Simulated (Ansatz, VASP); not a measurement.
One calculation of HfO2, two programs

```
Hf O
1.0
     3.57113    0.00000    0.00000
     1.78556    3.09269    0.00000
     1.78556    1.03090    2.91581
Hf O
1 2
Direct
  0.00000 0.00000 0.00000
  0.25000 0.25000 0.25000
  0.75000 0.75000 0.75000
```

Alike in both runs: functional r2SCAN; dispersion D4; k mesh 6 × 6 × 6; no spin polarisation.

Ansatz relaxed the structure, and its values are those at the end. VASP's run is a single point on that final structure, the one shown.

```csv
,VASP,Ansatz
version,VASP 6.6.1,Ansatz 0.2.0
potentials or method,"VASP PAW PBE potentials, release 64 (Hf_pv, O)","plane waves, PAW"
plane-wave cutoff (eV),520,500
occupations,"gaussian, width 0.01 eV",fixed
valence electrons in the cell,22,38
```

VASP gave:

| Property | Result |
| --- | --- |
| pressure (GPa) | -4.0 |

Question: Estimate Ansatz's values.

Answer: Pressure (GPa): 0.0.

VASP's potentials were made for PBE, not for r2SCAN. VASP's potentials hold 22 valence electrons a cell and Ansatz's 38, so a difference there can come from the potentials and not from the codes.

Neither program's run includes spin-orbit coupling.
